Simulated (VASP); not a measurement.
Set up this calculation in VASP 6.6.1, as the native input.

```
Task                   : single point
Functional             : PBE
Potentials or basis    : VASP PAW PBE potentials, release 64 (Pb_d, S)
Cutoff                 : 520 eV
k mesh                 : 8 × 8 × 8
Occupations            : gaussian, width 0.03 eV
Spin                   : no spin polarisation
Dipole correction      : no
Further INCAR settings : ALGO = Normal; EDIFF = 1e-06; NBANDS = 17
```

The structure of PbS (Galena) lies in POSCAR:

```
PbS
1.0
    0.0000000000      2.9657500000      2.9657500000
    2.9657500000      0.0000000000      2.9657500000
    2.9657500000      2.9657500000      0.0000000000
Pb S
1 1
Direct
    0.0000000000      0.0000000000      0.0000000000
    0.5000000000      0.5000000000      0.5000000000
```

One way to write it, as run:

INCAR

```
  PREC = Accurate
  ENCUT = 520
  EDIFF = 1E-6
  ISMEAR = 0
  SIGMA = 0.03
  LREAL = False
  LASPH = True
  NELM = 80
  ALGO = Normal
  ISIF = 2
  LWAVE = False
  LCHARG = False
  GGA = PE
  NBANDS = 17
```

KPOINTS

```
regular mesh
0
Gamma
  8 8 8
```

Potentials or basis: VASP PAW PBE potentials, release 64 (Pb_d, S).

Command:

```sh
$ cat potpaw_PBE.64/Pb_d/POTCAR potpaw_PBE.64/S/POTCAR > POTCAR
$ mpirun -np 1 vasp_std > vasp.out
```

Results of the run:

| Property | Result |
| --- | --- |
| Pressure | 2.1 GPa |
| Band gap on the k mesh | 0.36 eV, direct |

Caveat: spin-orbit coupling is left out, which moves the levels of the heavy elements.

Run time: 15 s on 1 thread of AMD EPYC 9R45 96-Core Processor (Zen 5) (shared host), peak memory 0.15 GiB.
